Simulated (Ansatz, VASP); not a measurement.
## SiNi2: VASP beside Ansatz

```
Si Ni
1.0
     5.01415    0.00000    0.00000
     0.00000    3.73302    0.00000
     0.00000    0.00000    7.07864
Si Ni
4 8
Direct
  0.28760 0.75000 0.61451
  0.71240 0.25000 0.38549
  0.21240 0.25000 0.11451
  0.78760 0.75000 0.88549
  0.95907 0.75000 0.20436
  0.04093 0.25000 0.79564
  0.54093 0.25000 0.70436
  0.45907 0.75000 0.29564
  0.83020 0.75000 0.56026
  0.16980 0.25000 0.43974
  0.66980 0.25000 0.06026
  0.33020 0.75000 0.93974
```

Alike in both runs: functional PBE; k mesh 10 × 12 × 6; occupations gaussian, width 0.1 eV; no spin polarisation.

Ansatz relaxed the structure, and its values are those at the end. VASP's run is a single point on that final structure, the one shown.

|  | VASP | Ansatz |
| --- | --- | --- |
| version | VASP 6.6.1 | Ansatz 0.2.0 |
| potentials or method | VASP PAW PBE potentials, release 64 (Si, Ni) | scalar-relativistic, plane waves, PAW |
| plane-wave cutoff (eV) | 520 | 420 |
| valence electrons in the cell | 96 | 160 |

|  | VASP | Ansatz | Ansatz less VASP |
| --- | --- | --- | --- |
| gap on the k mesh at the Fermi level (eV) | none | none | - |
| pressure (GPa) | 0.0 | 0.0 | -0.04 |
| rms of the force components (eV/Å) | 0.004 | 0.001 | -0.0033 |

A gap of «none» marks a metal or a gap that the smearing closes. VASP's potentials hold 96 valence electrons a cell and Ansatz's 160, so a difference there can come from the potentials and not from the codes.
